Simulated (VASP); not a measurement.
Nd2Y2Cl:

```
Nd Y Cl
1.0
     4.90331    0.00000    0.00000
    -2.45165    4.24639    0.00000
     0.00000    0.00000    7.01113
Nd Y Cl
2 2 1
Direct
  0.33333 0.66667 0.50000
  0.00000 0.00000 0.00000
  0.00000 0.00000 0.50000
  0.33333 0.66667 0.00000
  0.66667 0.33333 0.50000
```

The cell was generated, and may not be a known phase.

- Program: VASP 6.6.1
- Task: relaxation of cell and atoms
- Functional: PBE
- Potentials or basis: VASP PAW PBE potentials, release 64 (Nd_3, Y_sv, Cl), 4f in core
- Cutoff: 500 eV
- k mesh: 4 × 4 × 3
- Occupations: gaussian, width 0.2 eV
- Spin: no spin polarisation

At the start: pressure 7.7 GPa; volume 29.20 Å³/atom.

Task: Where does the relaxation end?

Result: Over 7 steps the energy falls by 376.7 meV/atom and the volume is 37.64 Å³/atom (+28.9 %); space group P-6m2 (No. 187, to 0.1 Å) before and after.

The path:
```
step  energy change (eV)  largest force (eV/Å)  pressure (GPa)  volume (Å³)
   1              0.0000                0.0000            7.70       145.98
   2             -1.7245                0.0000            0.90       176.13
   3             -1.8478                0.0000            0.08       184.36
   4             -1.8023                0.0000           -1.19       200.91
   5             -1.8754                0.0000           -0.44       190.30
   6             -1.8753                0.0000           -0.52       191.20
   7             -1.8833                0.0000           -0.12       188.19
```

Final structure:
```
Nd Y Cl
1.0
     5.79936    0.00000    0.00000
    -2.89968    5.02239    0.00000
     0.00000    0.00000    6.46119
Nd Y Cl
2 2 1
Direct
  0.33333 0.66667 0.50000
  0.00000 0.00000 0.00000
  0.00000 0.00000 0.50000
  0.33333 0.66667 0.00000
  0.66667 0.33333 0.50000
```

Caveat: the k points lie up to 0.32 Å⁻¹ apart in the final cell, too coarse for converged energies and pressures of a metal; the volume moved by over 15 % at a fixed basis, so the end points are rough; the run has no spin polarisation, though such a crystal can be magnetic.
